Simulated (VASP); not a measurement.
Wanted: the native input for a VASP 6.6.1 run.

```
Task                   : single point
Functional             : PBEsol
Potentials or basis    : VASP PAW PBE potentials, release 64 (Mg, I)
Cutoff                 : 520 eV
k mesh                 : 6 × 6 × 4
Occupations            : gaussian, width 0.05 eV
Spin                   : no spin polarisation
Dipole correction      : no
Further INCAR settings : ALGO = Normal; EDIFF = 1e-07; NBANDS = 15
```

The structure of MgI2 lies in POSCAR:

```
MgI2
1.0
    4.0913946196      0.0000000000      0.0000000000
   -2.0456973098      3.5432516774      0.0000000000
    0.0000000000      0.0000000000      7.0678600000
Mg I
1 2
Direct
    0.0000000000      0.0000000000      0.0000000000
    0.3333333333      0.6666666667      0.7576300000
    0.6666666667      0.3333333333      0.2423700000
```

This cell differs from its parent crystal: strain -0.015 along x and y, +0.030 along z.

These files were run (other wordings do the same):

INCAR

```
ALGO = Normal
EDIFF = 1E-7
ENCUT = 520
GGA = PS
ISIF = 2
ISMEAR = 0
LASPH = T
LCHARG = F
LREAL = F
LWAVE = F
NBANDS = 15
NELM = 80
PREC = Accurate
SIGMA = 0.05
```

KPOINTS

```
k-points
0
Gamma
  6 6 4
```

Potentials or basis: VASP PAW PBE potentials, release 64 (Mg, I).

The run is started by

```sh
$ cat potpaw_PBE.64/Mg/POTCAR potpaw_PBE.64/I/POTCAR > POTCAR
$ mpirun -np 1 vasp_std > vasp.out
```

It gave:

```yaml
Pressure: -0.1 GPa
Largest_force: 0.158 eV/Å
Band_gap_on_the_k_mesh: 3.43 eV, indirect (least direct gap 3.61 eV)
```

Caveat: the cell differs from its parent crystal (strain -0.015 along x and y, +0.030 along z); the PAW data sets were made with another functional, which shifts forces and pressure a little; spin-orbit coupling is left out, which moves the levels of the heavy elements; this functional lacks dispersion, which binds the layers, so the pressure and a relaxed spacing across them are unreliable.

Wall time 16 s on 1 thread of Intel(R) Xeon(R) Platinum 8559C (Emerald Rapids), with other jobs on the host, peak memory 0.22 GiB.
